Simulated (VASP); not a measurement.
# Ag (P6_3/mmc) in VASP: further runs, part 3 of 3

VASP 6.6.1.

### Step 5. Electric field gradients, PBE (17.36 Å³/atom)

This run uses another cell than the first one, of 17.36 Å³/atom.

The input, INCAR:

```
  ALGO = Normal
  EDIFF = 1E-8
  ENCUT = 520
  GGA = PE
  ISIF = 2
  ISMEAR = -1
  LASPH = True
  LCHARG = False
  LEFG = True
  LREAL = False
  LWAVE = False
  NBANDS = 18
  NELM = 80
  PREC = Accurate
  SIGMA = 0.03
```

The input, KPOINTS:

```
k-points
0
Gamma
  13 13 7
```

The input, POSCAR:

```
Ag
1.0
    2.9053750837      0.0000000000      0.0000000000
   -1.4526875418      2.5161286300      0.0000000000
    0.0000000000      0.0000000000      4.7497459960
Ag
2
Direct
    0.3333333333      0.6666666667      0.2500000000
    0.6666666667      0.3333333333      0.7500000000
```

Potentials or basis: VASP PAW PBE potentials, release 64 (Ag).

The run is started by

```
$ cat potpaw_PBE.64/Ag/POTCAR > POTCAR
$ mpirun -np 1 vasp_std > vasp.out
```

OUTCAR:

```text
EDIFF = 1E-8
   ENCUT = 520
   GGA = PE
   ISIF = 2
   ISMEAR = -1
   LASPH = True
   LREAL = False
   NELM = 80
   PREC = Accurate

 ion  position               nearest neighbor table
   1  0.333  0.667  0.250-   2 2.91   2 2.91   2 2.91   2 2.91   2 2.91   2 2.91
   2  0.667  0.333  0.750-   1 2.91   1 2.91   1 2.91   1 2.91   1 2.91   1 2.91

  LATTYP: Found a hexagonal cell.
 ALAT       =     2.9053750837
 C/A-ratio  =     1.6348133577

  Lattice vectors:

 A1 = (   2.9053750837,   0.0000000000,   0.0000000000)
 A2 = (  -1.4526875418,   2.5161286300,   0.0000000000)
 A3 = (   0.0000000000,   0.0000000000,   4.7497459960)

Analysis of symmetry for initial positions (statically):
=====================================================================
 Subroutine PRICEL returns:
 Original cell was already a primitive cell.

 Routine SETGRP: Setting up the symmetry group for a
 hexagonal supercell.

 Subroutine GETGRP returns: Found 24 space group operations
 (whereof 12 operations were pure point group operations)
 out of a pool of 24 trial point group operations.

The static configuration has the point symmetry D_3d.
 The point group associated with its full space group is D_6h.

Analysis of symmetry for dynamics (positions and initial velocities):
=====================================================================
 Subroutine PRICEL returns:
 Original cell was already a primitive cell.

 Routine SETGRP: Setting up the symmetry group for a
 hexagonal supercell.

 Subroutine GETGRP returns: Found 24 space group operations
 (whereof 12 operations were pure point group operations)
 out of a pool of 24 trial point group operations.

The dynamic configuration has the point symmetry D_3d.
[... 151 lines left out ...]
 cond. band min:       8.2439800507   @ k =   0.2308   0.0769   0.2857
 fundamental gap:      0.0718129296
 Fermi energy:         8.2299643935

 k-point     1 :       0.0000    0.0000    0.0000
  band No.  band energies     occupation
      1       0.5455      2.00000
      2       1.8914      2.00000
      3       3.4299      2.00000
      4       3.5199      2.00000
      5       3.5199      2.00000
      6       3.7498      2.00000
[... 481 lines left out ...]
      5       3.5675      2.00000
      6       3.7388      2.00000
[... 10 lines left out ...]
     17      25.2444      0.00000
     18      25.7212      0.00000

 [... further k-points ...]
[... 5 lines left out ...]
  --------------------------------------------------------------------------------------
  -------------------------------------------------------------------------------------
  Total        0.4384283      0.4384283      0.8186313      0.0000000      0.0000000      0.0000000
  in kB       20.2303672     20.2303672     37.7740469      0.0000000      0.0000000      0.0000000
  external PRESSURE =      26.0782604 kB  Pullay stress =       0.0000000 kB

 VOLUME and BASIS-vectors are now :
 -----------------------------------------------------------------------------
  energy-cutoff  :      520.00
  volume of cell :       34.72
      direct lattice vectors                 reciprocal lattice vectors
     2.905375084  0.000000000  0.000000000     0.344189639  0.198717980  0.000000000
    -1.452687542  2.516128630  0.000000000     0.000000000  0.397435961  0.000000000
     0.000000000  0.000000000  4.749745996     0.000000000  0.000000000  0.210537574

 POSITION                                       TOTAL-FORCE (eV/Angst)
 -----------------------------------------------------------------------------------
     -0.00000      1.67742      1.18744        -0.000000      0.000000      0.000000
      1.45269      0.83871      3.56231         0.000000      0.000000      0.000000
 -----------------------------------------------------------------------------------
    total drift:                                0.000000     -0.000000      0.000000

  FREE ENERGIE OF THE ION-ELECTRON SYSTEM (eV)
  ---------------------------------------------------
  free  energy   TOTEN  =        -5.4250335179 eV

  energy  without entropy=       -5.4233945947  energy(sigma->0) =       -5.42421406

 Electric field gradients (V/A^2)
---------------------------------------------------------------------
 ion       V_xx      V_yy      V_zz      V_xy      V_xz      V_yz
---------------------------------------------------------------------
   1       2.620     2.619    -5.238    -0.001     0.000    -0.000
   2       2.620     2.619    -5.238    -0.001    -0.000     0.000
---------------------------------------------------------------------

 Electric field gradients after diagonalization (V/A^2)
 (convention: |V_zz| > |V_xx| > |V_yy|)
----------------------------------------------------------------------
 ion       V_xx      V_yy      V_zz     asymmetry (V_yy - V_xx)/ V_zz
----------------------------------------------------------------------
   1       2.620     2.618    -5.238       0.000
   2       2.620     2.618    -5.238       0.000
----------------------------------------------------------------------

           NMR quadrupolar parameters

 Cq : quadrupolar parameter    Cq=e*Q*V_zz/h
 eta: asymmetry parameters     (V_yy - V_xx)/ V_zz
 Q  : nuclear electric quadrupole moment in mb (millibarn)
----------------------------------------------------------------------
 ion       Cq(MHz)       eta       Q (mb)
----------------------------------------------------------------------
   1      -0.013       0.000       1.000
   2      -0.013       0.000       1.000
----------------------------------------------------------------------
```

OSZICAR:

```text
N       E                     dE             d eps       ncg     rms          rms(c)
DAV:   1     0.124764145137E+03    0.12476E+03   -0.11770E+04  3024   0.121E+03
DAV:   2    -0.387650077493E+01   -0.12864E+03   -0.12231E+03  3142   0.268E+02
DAV:   3    -0.591966334158E+01   -0.20432E+01   -0.20364E+01  3522   0.378E+01
DAV:   4    -0.592590732110E+01   -0.62440E-02   -0.62435E-02  3384   0.207E+00
DAV:   5    -0.592595911953E+01   -0.51798E-04   -0.51799E-04  3390   0.202E-01    0.703E+00
DAV:   6    -0.544514740008E+01    0.48081E+00   -0.11833E+00  3134   0.117E+01    0.461E+00
DAV:   7    -0.543041764595E+01    0.14730E-01   -0.14633E-02  3338   0.114E+00    0.259E+00
DAV:   8    -0.542500828247E+01    0.54094E-02   -0.11335E-03  3210   0.269E-01    0.109E-01
DAV:   9    -0.542502233719E+01   -0.14055E-04   -0.15640E-05  3434   0.289E-02    0.361E-02
DAV:  10    -0.542503422715E+01   -0.11890E-04   -0.76092E-06  3352   0.258E-02    0.515E-03
DAV:  11    -0.542503359921E+01    0.62795E-06   -0.10170E-07  3352   0.281E-03    0.979E-04
DAV:  12    -0.542503349833E+01    0.10087E-06   -0.85739E-09  2632   0.782E-04    0.218E-04
DAV:  13    -0.542503351330E+01   -0.14968E-07   -0.35680E-10  1644   0.186E-04    0.399E-05
DAV:  14    -0.542503351792E+01   -0.46202E-08   -0.46112E-11  1596   0.566E-05
   1 F= -.54250335E+01 E0= -.54242141E+01  d E =-.163892E-02
```

stdout:

```text
POSCAR found type information on POSCAR Ag
 POSCAR found :  1 types and       2 ions
 scaLAPACK will be used
 LDA part: xc-table for (Slater+PW92), standard interpolation
 POSCAR, INCAR and KPOINTS ok, starting setup
 FFT: planning ... GRIDC
 FFT: planning ... GRID_SOFT
 FFT: planning ... GRID
 WAVECAR not read
 entering main loop
ion   1

ion   2
```

Run time: 46 s. Hardware: 1 thread of Intel Xeon 8259CL, shared host; peak memory 0.18 GiB.

What came out:

| Property | Result |
| --- | --- |
| Free energy | -5.4250 eV |
| Pressure | 2.6 GPa |
| Band gap on the k mesh | zero (bands 11 and 12 overlap by 6.37 eV) |
| Largest electric field gradient by atom | Ag -5.2 V/Å² |

Stress tensor (GPa, compression positive):
```
2.02 0.00 0.00
0.00 2.02 0.00
0.00 0.00 3.78
```

Electric field gradients, principal values (V/Å²):
```
atom  least  middle  greatest (by size)
1 Ag  2.618   2.620              -5.238
2 Ag  2.618   2.620              -5.238
```

Caveat: without QUAD_EFG the Cq values of the log hold for a quadrupole moment of 1 mb, not for the nuclei.

### Step 6. Electric field gradients, PBE

This run uses another cell than the first one, of 17.81 Å³/atom.

The input, INCAR:

```
SYSTEM = Ag
PREC = Accurate
ENCUT = 520
EDIFF = 1E-8
ISMEAR = -1
SIGMA = 0.03
LREAL = .FALSE.
LASPH = .TRUE.
NELM = 80
ALGO = Normal
ISIF = 2
LWAVE = .FALSE.
LCHARG = .FALSE.
GGA = PE
LEFG = .TRUE.
NBANDS = 18
```

The input, KPOINTS:

```
regular mesh
0
G
  13 13 7
  0 0 0
```

The input, POSCAR:

```
Ag
1.0
    2.9299980804      0.0000000000      0.0000000000
   -1.4649990402      2.5374527707      0.0000000000
    0.0000000000      0.0000000000      4.7900000000
Ag
2
Direct
    0.3333333333      0.6666666667      0.2500000000
    0.6666666667      0.3333333333      0.7500000000
```

Potentials or basis: VASP PAW PBE potentials, release 64 (Ag).

The run is started by

```
$ cat potpaw_PBE.64/Ag/POTCAR > POTCAR
$ mpirun -np 1 vasp_std > vasp.out
```

OUTCAR:

```text
SYSTEM = Ag
   PREC = Accurate
   ENCUT = 520
   EDIFF = 1E-8
   ISMEAR = -1
   LREAL = .FALSE.
   LASPH = .TRUE.
   NELM = 80
   ISIF = 2
   GGA = PE

 ion  position               nearest neighbor table
   1  0.333  0.667  0.250-   2 2.93   2 2.93   2 2.93   2 2.93   2 2.93   2 2.93
   2  0.667  0.333  0.750-   1 2.93   1 2.93   1 2.93   1 2.93   1 2.93   1 2.93

  LATTYP: Found a hexagonal cell.
 ALAT       =     2.9299980804
 C/A-ratio  =     1.6348133577

  Lattice vectors:

 A1 = (   2.9299980804,   0.0000000000,   0.0000000000)
 A2 = (  -1.4649990402,   2.5374527707,   0.0000000000)
 A3 = (   0.0000000000,   0.0000000000,   4.7900000000)

Analysis of symmetry for initial positions (statically):
=====================================================================
 Subroutine PRICEL returns:
 Original cell was already a primitive cell.

 Routine SETGRP: Setting up the symmetry group for a
 hexagonal supercell.
[... 695 lines left out ...]
  volume of cell :       35.61
      direct lattice vectors                 reciprocal lattice vectors
     2.929998080  0.000000000  0.000000000     0.341297152  0.197048003  0.000000000
    -1.464999040  2.537452771  0.000000000     0.000000000  0.394096005  0.000000000
     0.000000000  0.000000000  4.790000000     0.000000000  0.000000000  0.208768267

 POSITION                                       TOTAL-FORCE (eV/Angst)
 -----------------------------------------------------------------------------------
     -0.00000      1.69164      1.19750         0.000000      0.000000      0.000000
      1.46500      0.84582      3.59250        -0.000000     -0.000000      0.000000
 -----------------------------------------------------------------------------------
    total drift:                               -0.000000      0.000000     -0.000000

  FREE ENERGIE OF THE ION-ELECTRON SYSTEM (eV)
  ---------------------------------------------------
  free  energy   TOTEN  =        -5.4328664328 eV

  energy  without entropy=       -5.4312338595  energy(sigma->0) =       -5.43205015

 Electric field gradients (V/A^2)
---------------------------------------------------------------------
 ion       V_xx      V_yy      V_zz      V_xy      V_xz      V_yz
---------------------------------------------------------------------
   1       2.481     2.480    -4.961    -0.001     0.000    -0.000
   2       2.481     2.480    -4.961    -0.001    -0.000     0.000
---------------------------------------------------------------------

 Electric field gradients after diagonalization (V/A^2)
 (convention: |V_zz| > |V_xx| > |V_yy|)
----------------------------------------------------------------------
 ion       V_xx      V_yy      V_zz     asymmetry (V_yy - V_xx)/ V_zz
----------------------------------------------------------------------
   1       2.482     2.480    -4.961       0.000
   2       2.482     2.480    -4.961       0.000
----------------------------------------------------------------------

           NMR quadrupolar parameters

 Cq : quadrupolar parameter    Cq=e*Q*V_zz/h
 eta: asymmetry parameters     (V_yy - V_xx)/ V_zz
 Q  : nuclear electric quadrupole moment in mb (millibarn)
----------------------------------------------------------------------
 ion       Cq(MHz)       eta       Q (mb)
----------------------------------------------------------------------
   1      -0.012       0.000       1.000
   2      -0.012       0.000       1.000
----------------------------------------------------------------------
```

OSZICAR:

```text
N       E                     dE             d eps       ncg     rms          rms(c)
DAV:   1     0.126779741537E+03    0.12678E+03   -0.11750E+04  3024   0.121E+03
DAV:   2    -0.380762038894E+01   -0.13059E+03   -0.12413E+03  3134   0.269E+02
DAV:   3    -0.590993789851E+01   -0.21023E+01   -0.20953E+01  3482   0.382E+01
DAV:   4    -0.591649516173E+01   -0.65573E-02   -0.65567E-02  3354   0.211E+00
DAV:   5    -0.591655013070E+01   -0.54969E-04   -0.54969E-04  3332   0.207E-01    0.658E+00
DAV:   6    -0.545053789019E+01    0.46601E+00   -0.11808E+00  3168   0.116E+01    0.437E+00
DAV:   7    -0.543784203981E+01    0.12696E-01   -0.13804E-02  3260   0.107E+00    0.250E+00
DAV:   8    -0.543283950090E+01    0.50025E-02   -0.11006E-03  3212   0.276E-01    0.988E-02
DAV:   9    -0.543285510362E+01   -0.15603E-04   -0.17012E-05  3476   0.297E-02    0.368E-02
DAV:  10    -0.543286687521E+01   -0.11772E-04   -0.77072E-06  3350   0.258E-02    0.307E-03
DAV:  11    -0.543286650427E+01    0.37094E-06   -0.10357E-07  3378   0.281E-03    0.107E-03
DAV:  12    -0.543286641068E+01    0.93587E-07   -0.90062E-09  2630   0.784E-04    0.226E-04
DAV:  13    -0.543286642796E+01   -0.17274E-07   -0.41333E-10  1630   0.203E-04    0.401E-05
DAV:  14    -0.543286643276E+01   -0.48049E-08   -0.50043E-11  1612   0.594E-05
   1 F= -.54328664E+01 E0= -.54320501E+01  d E =-.163257E-02
```

stdout:

```text
POSCAR found type information on POSCAR Ag
 POSCAR found :  1 types and       2 ions
 scaLAPACK will be used
 LDA part: xc-table for (Slater+PW92), standard interpolation
 POSCAR, INCAR and KPOINTS ok, starting setup
 FFT: planning ... GRIDC
 FFT: planning ... GRID_SOFT
 FFT: planning ... GRID
 WAVECAR not read
 entering main loop
ion   1

ion   2
```

Run time: 52 s. Hardware: 1 thread of Intel Xeon 8259CL, shared host; peak memory 0.18 GiB.

Results:

- Free energy: -5.4329 eV
- Pressure: 0.1 GPa
- Band gap on the k mesh: zero (bands 11 and 12 overlap by 6.28 eV)
- Largest electric field gradient by atom: Ag -5.0 V/Å²

Stress tensor (GPa, compression positive):
```
-0.44  0.00  0.00
 0.00 -0.44  0.00
 0.00  0.00  1.22
```

Levels at points of the mesh, in eV from the Fermi level:
```
           k point  band 8  band 9  band 10  band 11  band 12  band 13  band 14  band 15
(0.00, 0.00, 0.00)   -4.06   -4.06    -3.13    -3.13    -0.33     3.31    15.49    17.35
```

Electric field gradients, principal values (V/Å²):
```
atom  least  middle  greatest (by size)
1 Ag  2.480   2.482              -4.961
2 Ag  2.480   2.482              -4.961
```

Caveat: without QUAD_EFG the Cq values of the log hold for a quadrupole moment of 1 mb, not for the nuclei.

### Step 7. Summary

```tsv
cell	cutoff (eV)	gap on the mesh (eV)	pressure (GPa)
a = 2.954, b = 2.954, c = 4.830 Å, angles 90.0, 90.0, 120.0°, 2 atoms	400	none	-2.3
a = 2.978, b = 2.978, c = 4.869 Å, angles 90.0, 90.0, 120.0°, 2 atoms	400	none	-4.1
a = 2.905, b = 2.905, c = 4.750 Å, angles 90.0, 90.0, 120.0°, 2 atoms	520	none	2.6
a = 2.930, b = 2.930, c = 4.790 Å, angles 90.0, 90.0, 120.0°, 2 atoms	520	none	0.1
```

Alike in all rows: task electric field gradients; level PBE; potentials or basis VASP PAW PBE potentials, release 64 (Ag); no spin polarisation; k mesh 13 × 13 × 7; smearing fermi-dirac 0.03 eV.

Caveats: the cell stands under tension (at least some runs).

Total energies depend on the potentials used, so only differences within one code and one set of settings carry meaning.
